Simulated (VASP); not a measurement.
Input of a VASP 6.6.1 run:

INCAR

```
SYSTEM = SnO2
PREC = Accurate
ENCUT = 520
EDIFF = 1E-6
ISMEAR = 0
SIGMA = 0.05
LREAL = .False.
LASPH = .True.
NELM = 80
ALGO = Normal
ISIF = 2
LWAVE = .False.
LCHARG = .False.
GGA = PE
IVDW = 12
NBANDS = 35
```

File KPOINTS:

```
Automatic mesh
0
Gamma
  12 12 4
  0 0 0
```

POSCAR

```
SnO2
1.0
    3.1257378118      0.0000000000      0.0000000000
   -1.5628689059      2.7069683506      0.0000000000
    0.0000000000      0.0000000000     10.4693462269
Sn O
2 4
Direct
    0.0000000000      0.0000000000      0.5000000000
    0.0000000000      0.0000000000      0.0000000000
    0.6666666667      0.3333333333      0.4017901367
    0.6666666667      0.3333333333      0.0982098633
    0.3333333333      0.6666666667      0.5982098633
    0.3333333333      0.6666666667      0.9017901367
```

Potentials or basis: VASP PAW PBE potentials, release 64 (Sn_d, O).

The run is started by

```bash
$ cat potpaw_PBE.64/Sn_d/POTCAR potpaw_PBE.64/O/POTCAR > POTCAR
$ mpirun -np 1 vasp_std > vasp.out
```

What does it give for the band gap on the k mesh?

2.61 eV (least direct gap 3.05 eV).

Predict the largest force.

0.476 eV/Å.

Estimate the pressure.

9.4 GPa.

Forces in eV/Å, atoms in the order of the input:
```
Sn   0.000  0.000  0.000
Sn   0.000  0.000  0.000
O    0.000  0.000 -0.476
O    0.000  0.000  0.476
O    0.000  0.000  0.476
O    0.000  0.000 -0.476
```

Caveat: the stress differs along the axes, from 3 to 13 GPa; spin-orbit coupling is left out, which moves the levels of the heavy elements. A k mesh can miss the band edges.
